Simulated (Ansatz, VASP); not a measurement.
One calculation of Re, two programs

Contents of POSCAR:

```
Re
1.0
    0.0000000000      1.9270573437      1.9270573437
    1.9270573437      0.0000000000      1.9270573437
    1.9270573437      1.9270573437      0.0000000000
Re
1
Direct
    0.0000000000      0.0000000000      0.0000000000
```

Contents of INCAR.step1:

```
SYSTEM = Re
PREC     = Accurate       ! precision mode
ENCUT    = 520            ! plane-wave cutoff, eV
ISMEAR   = 0              ! smearing method
SIGMA    = 0.1            ! smearing width, eV
LREAL    = .FALSE.        ! projectors in reciprocal space
LASPH    = .TRUE.         ! aspherical terms in the spheres
NELM     = 80             ! most SCF steps
NBANDS   = 10             ! bands
GGA      = PE             ! functional
ALGO     = Normal         ! electronic algorithm
EDIFF    = 1E-4           ! SCF threshold, eV
LWAVE    = .TRUE.         ! write WAVECAR
LCHARG   = .FALSE.        ! write CHGCAR
```

File INCAR.step2:

```
SYSTEM = Re
PREC     = Accurate       ! precision mode
ENCUT    = 520            ! plane-wave cutoff, eV
EDIFF    = 1E-6           ! SCF threshold, eV
ISMEAR   = 0              ! smearing method
SIGMA    = 0.1            ! smearing width, eV
LREAL    = .FALSE.        ! projectors in reciprocal space
LASPH    = .TRUE.         ! aspherical terms in the spheres
NELM     = 80             ! most SCF steps
ALGO     = Normal         ! electronic algorithm
ISIF     = 2              ! what is computed and relaxed
LWAVE    = .FALSE.        ! write WAVECAR
LCHARG   = .FALSE.        ! write CHGCAR
METAGGA  = R2SCAN         ! meta-GGA
LMIXTAU  = .TRUE.       
NBANDS   = 10             ! bands
ISTART   = 1
```

File KPOINTS:

```
Automatic mesh
0
G
  18 18 18
  0 0 0
```

Input for Ansatz:

```yaml
crystal:
  lattice:
    - [0.0, 1.9270573436, 1.9270573436]
    - [1.9270573436, 0.0, 1.9270573436]
    - [1.9270573436, 1.9270573436, 0.0]
  atoms:
    - { symbol: Re, position: [0.0, 0.0, 0.0] }
basis:
  ecutwfc: 500
kpoints:
  mp_grid: { grid: [18, 18, 18] }
hamiltonian:
  xc: r2scan
scf:
  occupations: { method: gaussian, width: 0.1 }
output:
  forces: true
  stress: true
  eigenvalues: true
```

Alike in both runs: task single point; functional r2SCAN; k mesh 18 × 18 × 18; occupations gaussian, width 0.1 eV; no spin polarisation.

```csv
,VASP,Ansatz
version,VASP 6.6.1,Ansatz 0.2.0
potentials or method,"VASP PAW PBE potentials, release 64 (Re), cutoff 520 eV","scalar-relativistic, plane waves, PAW"
valence electrons in the cell,7,15
```

Ansatz gave:

- gap on the k mesh at the Fermi level (eV): none
- pressure (GPa): 12.6

Q: Estimate VASP's values.

A: gap on the k mesh at the Fermi level (eV): none; pressure (GPa): 12.8.

VASP's potentials were made for PBE, not for r2SCAN. A gap of «none» marks a metal or a gap that the smearing closes. VASP's potentials hold 7 valence electrons a cell and Ansatz's 15, so a difference there can come from the potentials and not from the codes.

Neither program's run includes spin-orbit coupling.
